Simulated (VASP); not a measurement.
# Zr (Fd-3m) in VASP: a series of runs

Runs on Zr. Level: LDA. Tasks: relaxation of cell and atoms.

Everything below comes from runs of VASP 6.6.1. Logs are shortened: lines on timing, memory, paths and dates and some standing lists are left out, and cuts for length are marked.

## 1. The cell of the first run

Symmetry: Fd-3m, No. 227, cubic system. The conventional cell has a = 6.230 Å, b = 6.230 Å, c = 6.230 Å, α = 90.00°, β = 90.00°, γ = 90.00°. Within 3.6 Å of Zr (site symmetry -43m) lie 4 Zr at 2.70 Å.

This isn't the form of Zr at room conditions, which is hcp.

## 2. Relaxation of cell and atoms, LDA, target pressure 20 GPa, at which the enthalpy is minimised

INCAR reads:

```
SYSTEM = Zr
ALGO     = Normal         ! electronic algorithm
EDIFF    = 1E-7           ! SCF threshold, eV
EDIFFG   = -0.01          ! ionic threshold
ENCUT    = 500            ! plane-wave cutoff, eV
GGA_COMPAT= .False.      
IBRION   = 2              ! ionic algorithm
ISIF     = 3              ! what is computed and relaxed
ISMEAR   = -1             ! smearing method
LASPH    = .True.         ! aspherical terms in the spheres
LCHARG   = .False.        ! write CHGCAR
LREAL    = .False.        ! projectors in reciprocal space
LWAVE    = .False.        ! write WAVECAR
NELM     = 120            ! most SCF steps
NELMIN   = 4            
NSW      = 60             ! ionic steps
PREC     = Accurate       ! precision mode
PSTRESS  = 200.0        
SIGMA    = 0.05           ! smearing width, eV
```

KPOINTS reads:

```
k-points
0
Gamma
  11 11 11
  0 0 0
```

POSCAR reads:

```
Zr
1.0
    0.0000000000      3.1150000000      3.1150000000
    3.1150000000      0.0000000000      3.1150000000
    3.1150000000      3.1150000000      0.0000000000
Zr
2
Direct
    1.0000000000      1.0000000000      1.0000000000
    0.2500000000      0.2500000000      0.2500000000
```

Potentials or basis: VASP PAW LDA potentials, release 64 (Zr_sv).

Started as:

```
$ cat potpaw_LDA.64/Zr_sv/POTCAR > POTCAR
$ mpirun -np 1 vasp_std > vasp.out
```

OUTCAR:

```text
SYSTEM = Zr
   EDIFF = 1E-7
   EDIFFG = -0.01
   ENCUT = 500
   IBRION = 2
   ISIF = 3
   ISMEAR = -1
   LASPH = .True.
   LREAL = .False.
   NELM = 120
   NELMIN = 4
   NSW = 60
   PREC = Accurate
   PSTRESS = 200.0

 ion  position               nearest neighbor table
   1  0.000  0.000  0.000-   2 2.70   2 2.70   2 2.70   2 2.70
   2  0.250  0.250  0.250-   1 2.70   1 2.70   1 2.70   1 2.70

  LATTYP: Found a face centered cubic cell.
 ALAT       =     6.2300000000

  Lattice vectors:

 A1 = (   0.0000000000,   3.1150000000,   3.1150000000)
 A2 = (   3.1150000000,   0.0000000000,   3.1150000000)
 A3 = (   3.1150000000,   3.1150000000,   0.0000000000)

Analysis of symmetry for initial positions (statically):
=====================================================================
 Subroutine PRICEL returns:
 Original cell was already a primitive cell.

 Routine SETGRP: Setting up the symmetry group for a
 face centered cubic supercell.

 Subroutine GETGRP returns: Found 48 space group operations
 (whereof 24 operations were pure point group operations)
 out of a pool of 48 trial point group operations.

The static configuration has the point symmetry T_d .
 The point group associated with its full space group is O_h .

Analysis of symmetry for dynamics (positions and initial velocities):
=====================================================================
 Subroutine PRICEL returns:
 Original cell was already a primitive cell.

 Routine SETGRP: Setting up the symmetry group for a
 face centered cubic supercell.

 Subroutine GETGRP returns: Found 48 space group operations
 (whereof 24 operations were pure point group operations)
 out of a pool of 48 trial point group operations.

The dynamic configuration has the point symmetry T_d .
 The point group associated with its full space group is O_h .

 Subroutine INISYM returns: Found 48 space group operations
 (whereof 24 operations are pure point group operations),
 and found     1 'primitive' translations

----------------------------------------------------------------------------------------

                                     Primitive cell

  volume of cell :      60.4511

  direct lattice vectors                    reciprocal lattice vectors
     0.000000000  3.115000000  3.115000000    -0.160513644  0.160513644  0.160513644
     3.115000000  0.000000000  3.115000000     0.160513644 -0.160513644  0.160513644
     3.115000000  3.115000000  0.000000000     0.160513644  0.160513644 -0.160513644

  length of vectors
     4.405275247  4.405275247  4.405275247     0.278017786  0.278017786  0.278017786

  position of ions in fractional coordinates (direct lattice)
     0.000000000  0.000000000  0.000000000
     0.250000000  0.250000000  0.250000000

  ion indices of the primitive-cell ions
   primitive index   ion index
                 1           1
                 2           2

----------------------------------------------------------------------------------------

 KPOINTS: k-points

Automatic generation of k-mesh.
 Grid dimensions read from file:
 generate k-points for:   11   11   11

 Generating k-lattice:

  Cartesian coordinates                     Fractional coordinates (reciprocal lattice)
    -0.014592149  0.014592149  0.014592149     0.090909091  0.000000000  0.000000000
     0.014592149 -0.014592149  0.014592149     0.000000000  0.090909091  0.000000000
     0.014592149  0.014592149 -0.014592149     0.000000000  0.000000000  0.090909091

  Length of vectors
     0.025274344  0.025274344  0.025274344

  Shift w.r.t. Gamma in fractional coordinates (k-lattice)
     0.000000000  0.000000000  0.000000000

 Subroutine IBZKPT returns following result:
 ===========================================

 Found     56 irreducible k-points:

 Following reciprocal coordinates:
            Coordinates               Weight
  0.000000  0.000000  0.000000      1.000000
  0.090909  0.000000  0.000000      8.000000
  0.181818  0.000000  0.000000      8.000000
  0.272727  0.000000  0.000000      8.000000
  0.363636  0.000000  0.000000      8.000000
  0.454545  0.000000  0.000000      8.000000
[... 16 lines left out ...]
 -0.272727  0.181818  0.000000     24.000000
 -0.181818  0.181818  0.000000     12.000000
 [... further k-points ...]
   k-points           NKPTS =     56   k-points in BZ     NKDIM =     56   number of bands    NBANDS=     16
   number of dos      NEDOS =    301   number of ions     NIONS =      2
   total plane-waves  NPLWV =  32768
   dimension x,y,z NGX =    32 NGY =   32 NGZ =   32
   dimension x,y,z NGXF=    64 NGYF=   64 NGZF=   64
   ions per type =               2
   NGX,Y,Z   is equivalent  to a cutoff of  12.08, 12.08, 12.08 a.u.
   NGXF,Y,Z  is equivalent  to a cutoff of  24.15, 24.15, 24.15 a.u.
 SYSTEM =  Zr
   PREC   = accura    normal or accurate (medium, high low for compatibility)
   ISTART =      0    job   : 0-new  1-cont  2-samecut
   ICHARG =      2    charge: 1-file 2-atom 10-const
   ISPIN  =      1    spin polarized calculation?
   LNONCOLLINEAR =      F non collinear calculations
   LSORBIT =      F    spin-orbit coupling
   LASPH  =      T    aspherical Exc in radial PAW
   ENCUT  =  500.0 eV  36.75 Ry    6.06 a.u.   8.03  8.03  8.03*2*pi/ulx,y,z
   NELM   =    120;   NELMIN=  4; NELMDL= -5     # of ELM steps
   EDIFF  = 0.1E-06   stopping-criterion for ELM
   LREAL  =      F    real-space projection
   EDIFFG = -.1E-01   stopping-criterion for IOM
   NSW    =     60    number of steps for IOM
   IBRION =      2    ionic relax: 0-MD 1-quasi-New 2-CG
   NFREE  =      1    steps in history (QN), initial steepest desc. (CG)
   ISIF   =      3    stress and relaxation
   ISYM   =      2    0-nonsym 1-usesym 2-fastsym
   POTIM  = 0.5000    time-step for ionic-motion
   TEBEG  =    0.0;   TEEND  =   0.0 temperature during run
   PSTRESS=  200.0 pullay stress
   NELECT =      24.0000    total number of electrons
   NUPDOWN=      -1.0000    fix difference up-down
   EMIN   =  10.00;   EMAX   =-10.00  energy-range for DOS
   EFERMI =   0.00;   METHOD = LEGACY
   ISMEAR =    -1;   SIGMA  =   0.05  broadening in eV -4-tet -1-fermi 0-gaus
   EFERMI_NEDOS =   21; number of points for ismear=-14 and -15
   IALGO  =     38    algorithm
   IMIX   =      4    mixing-type and parameters
     AMIX     =   0.40;   BMIX     =  1.00
     AMIX_MAG =   1.60;   BMIX_MAG =  1.00
  volume/ion in A,a.u.               =      30.23       203.97
  Fermi-wavevector in a.u.,A,eV,Ry     =   1.203217  2.273750 19.697569  1.447730
  Thomas-Fermi vector in A             =   2.338976
   LORBIT       =      0    0 simple, 1 ext, 2 COOP (PROOUT), +10 PAW based schemes
   GGA     = CA    functional components
   LHFCALC =     F    Hartree Fock is set to
   AEXX    =    0.0000 exact exchange contribution
   IVDW    =     0    specifies the selected vdW correction
   LEPSILON=     F    determine dielectric tensor
   LRPA    =     F    only Hartree local field effects (RPA)
 conjugate gradient relaxation of ions
 non-spin polarized calculation
  energy-cutoff  :      500.00
  volume of cell :       60.45
 maximum number of plane-waves:      1558
   NGX = 17   NGY = 17   NGZ = 17

--------------------------------------- Ionic step        1  -------------------------------------------

 number of electron      24.0000000 magnetization

 Free energy of the ion-electron system (eV)
  ---------------------------------------------------
  ext. energy  EPLUGINS =         0.00000000
  ---------------------------------------------------
  free energy    TOTEN  =       -13.80423456 eV

  energy without entropy =      -13.76349589  energy(sigma->0) =      -13.78386523

 E-fermi :   5.5586     XC(G=0):  -9.8240

 val. band max:        5.5538796867   @ k =   0.0909   0.0000   0.0000
 cond. band min:       5.5683740501   @ k =   0.0000   0.0000   0.0000
 fundamental gap:      0.0144943634
 Fermi energy:         5.5585572981

 k-point     1 :       0.0000    0.0000    0.0000
  band No.  band energies     occupation
      1     -43.0602      2.00000
      2     -42.4378      2.00000
      3     -21.5476      2.00000
      4     -21.5476      2.00000
      5     -21.5476      2.00000
      6     -20.4970      2.00000
[... 433 lines left out ...]
      3     -21.7044      2.00000
      4     -21.6210      2.00000
      5     -21.4737      2.00000
      6     -20.5691      2.00000
[... 8 lines left out ...]
     15       6.7369      0.00000
     16       7.3570      0.00000

 [... further k-points ...]
[... 5 lines left out ...]
  --------------------------------------------------------------------------------------
  -------------------------------------------------------------------------------------
  Total       -1.1760416     -1.1760416     -1.1760416     -0.0000000      0.0000000     -0.0000000
  in kB      -31.1694480    -31.1694480    -31.1694480     -0.0000000      0.0000000     -0.0000000
  external PRESSURE =    -231.1694480 kB  Pullay stress =     200.0000000 kB
[... 25 lines left out ...]
--------------------------------------- Ionic step        2  -------------------------------------------

 number of electron      24.0000000 magnetization

 E-fermi :  14.6880     XC(G=0): -13.1486

 val. band max:       14.6776451441   @ k =  -0.0909   0.0909   0.0000
 cond. band min:      14.7025435229   @ k =  -0.3636   0.0909   0.0000
 fundamental gap:      0.0248983789
 Fermi energy:        14.6879937407

 k-point     1 :       0.0000    0.0000    0.0000
  band No.  band energies     occupation
      1     -36.2456      2.00000
      2     -31.4437      2.00000
      3     -14.7479      2.00000
      4     -14.7479      2.00000
      5     -14.7479      2.00000
      6     -10.5976      2.00000
[... 433 lines left out ...]
      3     -15.5877      2.00000
      4     -15.1057      2.00000
      5     -14.2888      2.00000
      6     -10.4466      2.00000
[... 8 lines left out ...]
     15      17.4287      0.00000
     16      18.0387      0.00000

 [... further k-points ...]
[... 5 lines left out ...]
  --------------------------------------------------------------------------------------
  -------------------------------------------------------------------------------------
  Total       21.9860731     21.9860731     21.9860731      0.0000000     -0.0000000      0.0000000
  in kB     1183.6308261   1183.6308261   1183.6308261      0.0000000     -0.0000000      0.0000000
  external PRESSURE =     983.6308261 kB  Pullay stress =     200.0000000 kB
[... 177 lines left out ...]
--------------------------------------- Ionic step        7  -------------------------------------------

 number of electron      24.0000000 magnetization

 Free energy of the ion-electron system (eV)
  ---------------------------------------------------
  ext. energy  EPLUGINS =         0.00000000
  ---------------------------------------------------
  free energy    TOTEN  =       -13.20881785 eV

  energy without entropy =      -13.17747796  energy(sigma->0) =      -13.19314791

 E-fermi :   9.5251     XC(G=0): -11.4251

 val. band max:        9.5173920383   @ k =   0.0000   0.0000   0.0000
 cond. band min:       9.5276176466   @ k =  -0.0909   0.0909   0.0000
 fundamental gap:      0.0102256083
 Fermi energy:         9.5250704588

 k-point     1 :       0.0000    0.0000    0.0000
  band No.  band energies     occupation
      1     -39.6156      2.00000
      2     -37.6998      2.00000
      3     -18.2814      2.00000
      4     -18.2814      2.00000
      5     -18.2814      2.00000
      6     -15.9866      2.00000
[... 433 lines left out ...]
      3     -18.6812      2.00000
      4     -18.4609      2.00000
      5     -18.1103      2.00000
      6     -16.0595      2.00000
[... 8 lines left out ...]
     15      11.3411      0.00000
     16      11.8527      0.00000

 [... further k-points ...]
[... 5 lines left out ...]
  --------------------------------------------------------------------------------------
  -------------------------------------------------------------------------------------
  Total        5.2525817      5.2525817      5.2525817     -0.0000000     -0.0000000      0.0000000
  in kB      199.9539336    199.9539336    199.9539336     -0.0000000     -0.0000000      0.0000000
  external PRESSURE =      -0.0460664 kB  Pullay stress =     200.0000000 kB
[... 21 lines left out ...]
  energy  without entropy=      -13.1774779633  energy(sigma->0) =      -13.19314791

  enthalpy is  TOTEN    =        -7.9550260790 eV   P V=        5.2537917714

 reached required accuracy - stopping structural energy minimisation
```

Wall time 95 s (1 thread of Intel Xeon 6975P-C (Granite Rapids), shared host); peak memory 0.19 GiB.

What came out:

| Quantity | Value |
| --- | --- |
| Free energy | -13.2088 eV |
| Relaxed volume | 21.04 Å³/atom |
| Relaxed cell | a = 3.904 Å, b = 3.904 Å, c = 3.904 Å, α = 60.00°, β = 60.00°, γ = 60.00° |
| Space group after relaxing (to 0.1 Å) | Fd-3m (No. 227) |
| Energy change on relaxing (the run minimises the enthalpy) | +297.7 meV/atom |
| Ionic steps | 7 |
| Pressure after relaxing | 20.0 GPa |
| Band gap on the k mesh | zero (bands 12 and 13 overlap by 1.28 eV) |

The path:
```tsv
step	energy change (eV)	largest force (eV/Å)	pressure (GPa)	volume (Å³)
1	0.0000	0.0000	-3.12	60.45
2	4.8526	0.0000	118.36	29.76
3	0.4509	0.0000	16.65	43.36
4	0.5298	0.0000	18.45	42.63
5	0.6001	0.0000	20.09	42.05
6	0.5915	0.0000	19.91	42.12
7	0.5954	0.0000	20.00	42.09
```

Final structure:
```
CELL_PARAMETERS angstrom
0.00000 2.76084 2.76084
2.76084 0.00000 2.76084
2.76084 2.76084 0.00000
ATOMIC_POSITIONS crystal
Zr 0.00000 0.00000 0.00000
Zr 0.25000 0.25000 0.25000
```

Caveat: the cell is relaxed towards a set pressure, so the run minimises the enthalpy, not the energy; the volume moved by over 15 % at a fixed basis, so the end points are rough.

## 3. Relaxation of cell and atoms, LDA, target pressure 30 GPa, at which the enthalpy is minimised

INCAR reads:

```
SYSTEM = Zr
PREC = Accurate
ENCUT = 500
EDIFF = 1E-7
ISMEAR = -1
SIGMA = 0.05
LREAL = .FALSE.
LASPH = .TRUE.
NELM = 120
ALGO = Normal
ISIF = 3
LWAVE = .FALSE.
LCHARG = .FALSE.
GGA = CA
IBRION = 2
NSW = 60
EDIFFG = -0.01
PSTRESS = 300.0
GGA_COMPAT = .FALSE.
NELMIN = 4
```

KPOINTS reads:

```
Automatic mesh
0
G
  11 11 11
  0 0 0
```

POSCAR is that of step 2.

Potentials or basis: VASP PAW LDA potentials, release 64 (Zr_sv).

Started as:

```
$ cat potpaw_LDA.64/Zr_sv/POTCAR > POTCAR
$ mpirun -np 1 vasp_std > vasp.out
```

Wall time 2.1 min (1 thread of Intel Xeon 6975P-C (Granite Rapids), shared host); peak memory 0.19 GiB.

It converged, with:

- Free energy: -12.7783 eV
- Relaxed volume: 19.65 Å³/atom
- Relaxed cell: a = 3.816 Å, b = 3.816 Å, c = 3.816 Å, α = 60.00°, β = 60.00°, γ = 60.00°
- Space group after relaxing (to 0.1 Å): Fd-3m (No. 227)
- Energy change on relaxing (the run minimises the enthalpy): +512.9 meV/atom
- Ionic steps: 10
- Pressure after relaxing: 30.0 GPa
- Band gap on the k mesh: zero (bands 12 and 13 overlap by 1.58 eV)

Step by step:
```csv
step,energy change (eV),largest force (eV/Å),pressure (GPa),volume (Å³)
1,0.0000,0.0000,-3.12,60.45
2,19.7795,0.0000,503.16,20.61
3,-0.0104,0.0000,3.34,51.61
4,0.1760,0.0000,9.75,46.73
5,1.3212,0.0000,36.96,37.87
6,0.9520,0.0000,28.27,39.70
7,1.0213,0.0000,29.88,39.32
8,1.0907,0.0000,31.51,38.95
9,0.9203,0.0000,27.54,39.88
10,1.0259,0.0000,29.98,39.29
```

Final structure:
```xyz
2
Lattice="0.0000 2.6983 2.6983 2.6983 0.0000 2.6983 2.6983 2.6983 0.0000" Properties=species:S:1:pos:R:3 pbc="T T T"
Zr    0.0000    0.0000    0.0000
Zr    1.3491    1.3491    1.3491
```

Levels at points of the mesh, in eV from the Fermi level:
| k point | band 10 | band 11 | band 12 | band 13 | band 14 | band 15 |
| --- | --- | --- | --- | --- | --- | --- |
| (0.00, 0.00, 0.00) | -2.31 | -2.31 | -0.02 | -0.02 | -0.02 | 3.39 |

Caveat: the cell is relaxed towards a set pressure, so the run minimises the enthalpy, not the energy; the volume moved by over 15 % at a fixed basis, so the end points are rough.
